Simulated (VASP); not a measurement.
# GaGe3 (Fm-3m) in VASP: further runs

GaGe3 is run at these levels: PBE, PBEsol; tasks: single point.

All numbers are computed with VASP 6.6.1; they aren't measurements. Logs are shortened: lines on timing, memory, paths and dates and some standing lists are left out, and cuts for length are marked.

## Step 1: The cell of the first run

The structure is cubic, space group Fm-3m (No. 225). The conventional cell has a = 6.774 Å, b = 6.774 Å, c = 6.774 Å, α = 90.00°, β = 90.00°, γ = 90.00°. Ge (site symmetry m-3m) has 8 Ge at 2.93 Å and 6 Ga at 3.39 Å within 3.9 Å. Ge (site symmetry -43m) has 10 Ge at 2.93 to 3.39 Å and 4 Ga at 2.93 Å within 3.9 Å. Within 3.9 Å of Ga (site symmetry m-3m) lie 14 Ge at 2.93 to 3.39 Å.

## Step 2: Single point, PBE, non-collinear spin, zero start, spin-orbit coupling

INCAR reads:

```
SYSTEM = GaGe3
  PREC = Accurate
  ENCUT = 520
  EDIFF = 1E-7
  ISMEAR = 1
  SIGMA = 0.1
  LREAL = .False.
  LASPH = .True.
  NELM = 150
  ALGO = Normal
  ISIF = 2
  LWAVE = .False.
  LCHARG = .False.
  MAGMOM = 0 0 0 0 0 0 0 0 0 0 0 0
  LORBIT = 11
  LSORBIT = .True.
  GGA_COMPAT = .False.
  LORBMOM = .True.
  GGA = PE
  NBANDS = 69
```

KPOINTS reads:

```
regular mesh
0
Gamma
  6 6 6
  0 0 0
```

POSCAR reads:

```
GaGe3
1.0
    0.0000000000      3.3871670000      3.3871670000
    3.3871670000      0.0000000000      3.3871670000
    3.3871670000      3.3871670000      0.0000000000
Ge Ga
3 1
Direct
    0.5000000000      0.5000000000      0.5000000000
    0.7500000000      0.7500000000      0.7500000000
    0.2500000000      0.2500000000      0.2500000000
    0.0000000000      0.0000000000      0.0000000000
```

Potentials or basis: VASP PAW PBE potentials, release 64 (Ge_d, Ga_d).

Command:

```sh
> cat potpaw_PBE.64/Ge_d/POTCAR potpaw_PBE.64/Ga_d/POTCAR > POTCAR
> mpirun -np 1 vasp_ncl > vasp.out
```

OUTCAR:

```text
SYSTEM = GaGe3
   PREC = Accurate
   ENCUT = 520
   EDIFF = 1E-7
   ISMEAR = 1
   LREAL = .False.
   LASPH = .True.
   NELM = 150
   ISIF = 2
   LORBIT = 11
   LSORBIT = .True.
   GGA = PE

 ion  position               nearest neighbor table
   1  0.500  0.500  0.500-
   2  0.750  0.750  0.750-
   3  0.250  0.250  0.250-
   4  0.000  0.000  0.000-

  LATTYP: Found a face centered cubic cell.
 ALAT       =     6.7743340000

  Lattice vectors:

 A1 = (   0.0000000000,   3.3871670000,   3.3871670000)
 A2 = (   3.3871670000,   0.0000000000,   3.3871670000)
 A3 = (   3.3871670000,   3.3871670000,   0.0000000000)

Analysis of symmetry for initial positions (statically):
=====================================================================
 Subroutine PRICEL returns:
 Original cell was already a primitive cell.

 Routine SETGRP: Setting up the symmetry group for a
 face centered cubic supercell.

 Subroutine GETGRP returns: Found 48 space group operations
 (whereof 48 operations were pure point group operations)
 out of a pool of 48 trial point group operations.

The static configuration has the point symmetry O_h .

Analysis of symmetry for dynamics (positions and initial velocities):
=====================================================================
 Subroutine PRICEL returns:
 Original cell was already a primitive cell.

 Routine SETGRP: Setting up the symmetry group for a
 face centered cubic supercell.

 Subroutine GETGRP returns: Found 48 space group operations
 (whereof 48 operations were pure point group operations)
 out of a pool of 48 trial point group operations.

The dynamic configuration has the point symmetry O_h .

Analysis of structural, dynamic, and magnetic symmetry:
=====================================================================
 Subroutine PRICEL returns:
 Original cell was already a primitive cell.

 Routine SETGRP: Setting up the symmetry group for a
 face centered cubic supercell.

 Subroutine GETGRP returns: Found 48 space group operations
 (whereof 48 operations were pure point group operations)
 out of a pool of 48 trial point group operations.

The overall configuration has the point symmetry O_h .

 Subroutine INISYM returns: Found 48 space group operations
 (whereof 48 operations are pure point group operations),
 and found     1 'primitive' translations

----------------------------------------------------------------------------------------

                                     Primitive cell

  volume of cell :      77.7213

  direct lattice vectors                    reciprocal lattice vectors
     0.000000000  3.387167000  3.387167000    -0.147615987  0.147615987  0.147615987
     3.387167000  0.000000000  3.387167000     0.147615987 -0.147615987  0.147615987
     3.387167000  3.387167000  0.000000000     0.147615987  0.147615987 -0.147615987

  length of vectors
     4.790177509  4.790177509  4.790177509     0.255678390  0.255678390  0.255678390

  position of ions in fractional coordinates (direct lattice)
     0.500000000  0.500000000  0.500000000
     0.750000000  0.750000000  0.750000000
     0.250000000  0.250000000  0.250000000
     0.000000000  0.000000000  0.000000000

  ion indices of the primitive-cell ions
   primitive index   ion index
                 1           1
                 2           2
                 3           3
                 4           4

----------------------------------------------------------------------------------------

 KPOINTS: regular mesh

Automatic generation of k-mesh.
 Grid dimensions read from file:
 generate k-points for:    6    6    6

 Generating k-lattice:

  Cartesian coordinates                     Fractional coordinates (reciprocal lattice)
    -0.024602665  0.024602665  0.024602665     0.166666667  0.000000000  0.000000000
     0.024602665 -0.024602665  0.024602665     0.000000000  0.166666667  0.000000000
     0.024602665  0.024602665 -0.024602665     0.000000000  0.000000000  0.166666667

  Length of vectors
     0.042613065  0.042613065  0.042613065

  Shift w.r.t. Gamma in fractional coordinates (k-lattice)
     0.000000000  0.000000000  0.000000000

 Subroutine IBZKPT returns following result:
 ===========================================

 Found     16 irreducible k-points:

 Following reciprocal coordinates:
            Coordinates               Weight
[... 43 lines left out ...]
   TEBEG  =    0.0;   TEEND  =   0.0 temperature during run
   PSTRESS=    0.0 pullay stress
   NELECT =      55.0000    total number of electrons
   NUPDOWN=      -1.0000    fix difference up-down
   EMIN   =  10.00;   EMAX   =-10.00  energy-range for DOS
   EFERMI =   0.00;   METHOD = LEGACY
   ISMEAR =     1;   SIGMA  =   0.10  broadening in eV -4-tet -1-fermi 0-gaus
   EFERMI_NEDOS =   21; number of points for ismear=-14 and -15
   IALGO  =     38    algorithm
   IMIX   =      4    mixing-type and parameters
     AMIX     =   0.40;   BMIX     =  1.00
     AMIX_MAG =   1.60;   BMIX_MAG =  1.00
  volume/ion in A,a.u.               =      19.43       131.12
  Fermi-wavevector in a.u.,A,eV,Ry     =   1.458867  2.756859 28.957195  2.128294
  Thomas-Fermi vector in A             =   2.575501
   LORBIT       =     11    0 simple, 1 ext, 2 COOP (PROOUT), +10 PAW based schemes
   GGA     = PE    functional components
   LHFCALC =     F    Hartree Fock is set to
   AEXX    =    0.0000 exact exchange contribution
   IVDW    =     0    specifies the selected vdW correction
   LEPSILON=     F    determine dielectric tensor
   LRPA    =     F    only Hartree local field effects (RPA)
 Methfessel and Paxton  Order N= 1 SIGMA  =   0.10
  energy-cutoff  :      520.00
  volume of cell :       77.72
 maximum number of plane-waves:      4242
   NGX = 17   NGY = 17   NGZ = 17

 number of electron      55.0000038 magnetization      -0.0000000     -0.0000000     -0.0000000

 number of electron      55.0000038 magnetization       0.0000000      0.0000000      0.0000000

 number of electron      55.0000038 magnetization      -0.0000000     -0.0000000      0.0000000

 Free energy of the ion-electron system (eV)
  ---------------------------------------------------
  ext. energy  EPLUGINS =         0.00000000
  ---------------------------------------------------
  free energy    TOTEN  =       -15.32355188 eV

  energy without entropy =      -15.32677397  energy(sigma->0) =      -15.32462591

 E-fermi :   6.1307     XC(G=0): -11.0829

 val. band max:        5.9944554128   @ k =   0.1667   0.1667   0.0000
 cond. band min:       6.2050035951   @ k =   0.3333   0.1667   0.0000
 fundamental gap:      0.2105481823
 Fermi energy:         6.1307408842

 k-point     1 :       0.0000    0.0000    0.0000
  band No.  band energies     occupation
      1     -18.8779      1.00000
      2     -18.8779      1.00000
      3     -18.8779      1.00000
      4     -18.8779      1.00000
      5     -18.8696      1.00000
      6     -18.8696      1.00000
[... 1109 lines left out ...]
     66      11.5557      0.00000
     67      11.7809      0.00000
 [bands above 67 left out]

------------------------ aborting loop because EDIFF is reached ----------------------------------------

  FORCE on cell =-STRESS in cart. coord.  units (eV):
  Direction    XX          YY          ZZ          XY          YZ          ZX
  --------------------------------------------------------------------------------------
  -------------------------------------------------------------------------------------
  Total        0.2382799      0.2382799      0.2382799      0.0000000      0.0000000     -0.0000000
  in kB        4.9119969      4.9119969      4.9119969      0.0000000      0.0000000     -0.0000000
  external PRESSURE =       4.9119969 kB  Pullay stress =       0.0000000 kB

 VOLUME and BASIS-vectors are now :
 -----------------------------------------------------------------------------
  energy-cutoff  :      520.00
  volume of cell :       77.72
      direct lattice vectors                 reciprocal lattice vectors
     0.000000000  3.387167000  3.387167000    -0.147615987  0.147615987  0.147615987
     3.387167000  0.000000000  3.387167000     0.147615987 -0.147615987  0.147615987
     3.387167000  3.387167000  0.000000000     0.147615987  0.147615987 -0.147615987

 POSITION                                       TOTAL-FORCE (eV/Angst)
 -----------------------------------------------------------------------------------
      3.38717      3.38717      3.38717        -0.000000      0.000000      0.000000
      5.08075      5.08075      5.08075         0.000000     -0.000000      0.000000
      1.69358      1.69358      1.69358        -0.000000      0.000000     -0.000000
      0.00000      0.00000      0.00000        -0.000000      0.000000      0.000000
 -----------------------------------------------------------------------------------
    total drift:                                0.000000      0.000000      0.000000

  FREE ENERGIE OF THE ION-ELECTRON SYSTEM (eV)
  ---------------------------------------------------
  free  energy   TOTEN  =       -15.3235518765 eV

  energy  without entropy=      -15.3267739654  energy(sigma->0) =      -15.32462591

 orbital moment (x)

 # of ion     p       d       tot
 ----------------------------------------
  1         0.000   0.000   0.000
  2        -0.000   0.000   0.000
  3        -0.000  -0.000  -0.000
  4         0.000   0.000   0.000
 ----------------------------------------
            0.000  -0.000  -0.000

 orbital moment (y)

 # of ion     p       d       tot
 ----------------------------------------
  1        -0.000   0.000  -0.000
  2         0.000   0.000   0.000
  3         0.000   0.000   0.000
  4         0.000  -0.000   0.000
 ----------------------------------------
            0.000   0.000   0.000

 orbital moment (z)

 # of ion     p       d       tot
 ----------------------------------------
  1         0.000   0.000   0.000
  2         0.000  -0.000  -0.000
  3        -0.000   0.000  -0.000
  4         0.000   0.000   0.000
 ----------------------------------------
           -0.000   0.000  -0.000

 Spin-Orbit-Coupling matrix elements

 Ion:    1  E_soc:     -0.0180696
 l=   1
     0.0000000    -0.0020810    -0.0020810
    -0.0020810     0.0000000    -0.0020810
    -0.0020810    -0.0020810     0.0000000
 l=   2
     0.0000000    -0.0001860     0.0000000    -0.0001860    -0.0007447
    -0.0001860     0.0000000    -0.0005585    -0.0001860    -0.0001862
     0.0000000    -0.0005585     0.0000000    -0.0005585     0.0000000
    -0.0001860    -0.0001860    -0.0005585     0.0000000    -0.0001862
    -0.0007447    -0.0001862     0.0000000    -0.0001862     0.0000000
 l=   3
     0.0000000     0.0000000     0.0000000     0.0000000     0.0000000     0.0000000     0.0000000
     0.0000000     0.0000000     0.0000000     0.0000000     0.0000000     0.0000000     0.0000000
     0.0000000     0.0000000     0.0000000     0.0000000     0.0000000     0.0000000     0.0000000
     0.0000000     0.0000000     0.0000000     0.0000000     0.0000000     0.0000000     0.0000000
[... 49 lines left out ...]
 l=   2
     0.0000000    -0.0001652     0.0000000    -0.0001652    -0.0006632
    -0.0001652     0.0000000    -0.0004974    -0.0001652    -0.0001658
     0.0000000    -0.0004974     0.0000000    -0.0004974     0.0000000
    -0.0001652    -0.0001652    -0.0004974     0.0000000    -0.0001658
    -0.0006632    -0.0001658     0.0000000    -0.0001658     0.0000000
 l=   3
     0.0000000     0.0000000     0.0000000     0.0000000     0.0000000     0.0000000     0.0000000
     0.0000000     0.0000000     0.0000000     0.0000000     0.0000000     0.0000000     0.0000000
     0.0000000     0.0000000     0.0000000     0.0000000     0.0000000     0.0000000     0.0000000
     0.0000000     0.0000000     0.0000000     0.0000000     0.0000000     0.0000000     0.0000000
     0.0000000     0.0000000     0.0000000     0.0000000     0.0000000     0.0000000     0.0000000
     0.0000000     0.0000000     0.0000000     0.0000000     0.0000000     0.0000000     0.0000000
     0.0000000     0.0000000     0.0000000     0.0000000     0.0000000     0.0000000     0.0000000

 total charge

# of ion       s       p       d       tot
------------------------------------------
    1        1.275   0.890  10.014  12.178
    2        1.278   0.877  10.012  12.166
    3        1.278   0.877  10.012  12.166
    4        1.044   0.501   9.960  11.505
--------------------------------------------------
tot          4.874   3.145  39.997  48.016

 magnetization (x)

# of ion       s       p       d       tot
------------------------------------------
    1        0.000  -0.000   0.000  -0.000
    2        0.000  -0.000  -0.000  -0.000
    3        0.000  -0.000   0.000  -0.000
    4        0.000   0.000  -0.000   0.000
--------------------------------------------------
tot          0.000  -0.000   0.000  -0.000

 magnetization (y)

# of ion       s       p       d       tot
------------------------------------------
    1        0.000   0.000  -0.000   0.000
    2        0.000   0.000   0.000   0.000
    3        0.000   0.000  -0.000  -0.000
    4        0.000  -0.000   0.000  -0.000
--------------------------------------------------
tot          0.000  -0.000  -0.000  -0.000

 magnetization (z)

# of ion       s       p       d       tot
------------------------------------------
    1        0.000   0.000   0.000   0.000
    2        0.000   0.000   0.000   0.000
    3        0.000   0.000  -0.000  -0.000
    4        0.000   0.000   0.000   0.000
--------------------------------------------------
tot          0.000   0.000  -0.000  -0.000
```

Run time: 2.7 min. Hardware: 1 thread of Intel Xeon Platinum 8488C (Sapphire Rapids), shared host; peak memory 0.45 GiB.

What came out:

| Item | Value |
| --- | --- |
| Free energy | -15.3236 eV |
| Pressure | 0.5 GPa |
| Net moment | 0.00 μB per cell |
| Valence electrons inside the program's atomic spheres | Ge 12.18, 12.17 (each value once); Ga 11.51 |

Moments on the atoms (μB; x, y, z):
```
Ge  0.00 0.00 0.00
Ge  0.00 0.00 0.00
Ge  0.00 0.00 0.00
Ga  0.00 0.00 0.00
```

## Step 3: Single point, PBE, non-collinear spin, zero start, spin-orbit coupling

INCAR reads:

```
ALGO     = Normal         # electronic algorithm
EDIFF    = 1E-6           # SCF threshold, eV
ENCUT    = 520            # plane-wave cutoff, eV
GGA      = PE             # functional
GGA_COMPAT= F            
ISIF     = 2              # what is computed and relaxed
ISMEAR   = 1              # smearing method
LASPH    = T              # aspherical terms in the spheres
LCHARG   = F              # write CHGCAR
LORBIT   = 11             # projections on sites
LORBMOM  = T            
LREAL    = F              # projectors in reciprocal space
LSORBIT  = T              # spin-orbit coupling
LWAVE    = F              # write WAVECAR
MAGMOM   = 0 0 0 0 0 0 0 0 0 0 0 0 # initial moments
NBANDS   = 69             # bands
NELM     = 150            # most SCF steps
PREC     = Accurate       # precision mode
SIGMA    = 0.1            # smearing width, eV
```

KPOINTS reads:

```
k-points
0
Gamma
  6 6 6
```

POSCAR is that of step 2.

Potentials or basis: VASP PAW PBE potentials, release 64 (Ge_d, Ga_d).

Command:

```sh
> cat potpaw_PBE.64/Ge_d/POTCAR potpaw_PBE.64/Ga_d/POTCAR > POTCAR
> mpirun -np 1 vasp_ncl > vasp.out
```

It took 2.3 min on 1 thread of Intel Xeon Platinum 8488C (Sapphire Rapids), shared host; peak memory 0.44 GiB.

Results (log left out):

- Free energy: -15.3236 eV
- Pressure: 0.5 GPa
- Net moment: 0.00 μB per cell
- Valence electrons inside the program's atomic spheres: Ge 12.18, 12.17 (each value once); Ga 11.51

Moments on the atoms (μB; x, y, z):
```
Ge  0.00 0.00 0.00
Ge  0.00 0.00 0.00
Ge  0.00 0.00 0.00
Ga  0.00 0.00 0.00
```

## Step 4: Single point, PBEsol, non-collinear spin, zero start, spin-orbit coupling

INCAR reads:

```
SYSTEM = GaGe3
PREC = Accurate ; ENCUT = 520
EDIFF = 1E-6 ; ISMEAR = -1
SIGMA = 0.05 ; LREAL = .FALSE.
LASPH = .TRUE. ; NELM = 150
ALGO = Normal ; ISIF = 2
LWAVE = .FALSE. ; LCHARG = .TRUE.
LNONCOLLINEAR = .TRUE. ; MAGMOM = 0 0 0 0 0 0 0 0 0 0 0 0
LORBIT = 11 ; LSORBIT = .TRUE.
GGA_COMPAT = .FALSE. ; LORBMOM = .TRUE.
GGA = PS ; LVHAR = .TRUE.
NBANDS = 69
```

KPOINTS reads:

```
Automatic mesh
0
G
  7 7 7
  0 0 0
```

POSCAR is that of step 3.

Potentials or basis: VASP PAW PBE potentials, release 64 (Ge_d, Ga_d).

Command:

```sh
> cat potpaw_PBE.64/Ge_d/POTCAR potpaw_PBE.64/Ga_d/POTCAR > POTCAR
> mpirun -np 1 vasp_ncl > vasp.out
```

OUTCAR:

```text
SYSTEM = GaGe3
   PREC = Accurate
   ENCUT = 520
   EDIFF = 1E-6
   ISMEAR = -1
   LREAL = .FALSE.
   LASPH = .TRUE.
   NELM = 150
   ISIF = 2
   LNONCOLLINEAR = .TRUE.
   LORBIT = 11
   LSORBIT = .TRUE.
   GGA = PS

 ion  position               nearest neighbor table
   1  0.500  0.500  0.500-
   2  0.750  0.750  0.750-
   3  0.250  0.250  0.250-
   4  0.000  0.000  0.000-

  LATTYP: Found a face centered cubic cell.
 ALAT       =     6.7743340000

  Lattice vectors:

 A1 = (   0.0000000000,   3.3871670000,   3.3871670000)
 A2 = (   3.3871670000,   0.0000000000,   3.3871670000)
 A3 = (   3.3871670000,   3.3871670000,   0.0000000000)

Analysis of symmetry for initial positions (statically):
=====================================================================
 Subroutine PRICEL returns:
[... 1740 lines left out ...]
     0.0000000     0.0000000     0.0000000     0.0000000     0.0000000     0.0000000     0.0000000
     0.0000000     0.0000000     0.0000000     0.0000000     0.0000000     0.0000000     0.0000000

 total charge

# of ion       s       p       d       tot
------------------------------------------
    1        1.269   0.878  10.016  12.163
    2        1.268   0.881  10.012  12.161
    3        1.268   0.881  10.012  12.161
    4        1.046   0.504   9.960  11.510
--------------------------------------------------
tot          4.851   3.143  40.000  47.995

 magnetization (x)

# of ion       s       p       d       tot
------------------------------------------
    1       -0.000   0.000  -0.000  -0.000
    2        0.000   0.000   0.000   0.000
    3        0.000   0.000   0.000   0.000
    4        0.000   0.000  -0.000   0.000
--------------------------------------------------
tot         -0.000   0.000   0.000   0.000

 magnetization (y)

# of ion       s       p       d       tot
------------------------------------------
    1        0.000   0.000   0.000   0.000
    2        0.000   0.000   0.000   0.000
    3        0.000   0.000  -0.000   0.000
    4       -0.000   0.000  -0.000  -0.000
--------------------------------------------------
tot          0.000   0.000  -0.000   0.000

 magnetization (z)

# of ion       s       p       d       tot
------------------------------------------
    1        0.000   0.000  -0.000   0.000
    2        0.000   0.000  -0.000  -0.000
    3        0.000   0.000  -0.000   0.000
    4       -0.000   0.000   0.000  -0.000
--------------------------------------------------
tot          0.000   0.000  -0.000   0.000
```

Run time: 5 min. Hardware: 1 thread of Intel Xeon Platinum 8259CL at 2.50GHz (Skylake/Cascade Lake), shared host; peak memory 0.46 GiB.

Results:

```
Free energy                                           : -17.3633 eV
Pressure                                              : -3.9 GPa
Net moment                                            : 0.00 μB per cell
Valence electrons inside the program's atomic spheres : Ge 12.16; Ga 11.51
```

Moments on the atoms (μB; x, y, z):
```
Ge  0.00 0.00 0.00
Ge  0.00 0.00 0.00
Ge  0.00 0.00 0.00
Ga  0.00 0.00 0.00
```

Caveat: the cell stands under tension; the PAW data sets were made with another functional, which shifts forces and pressure a little.
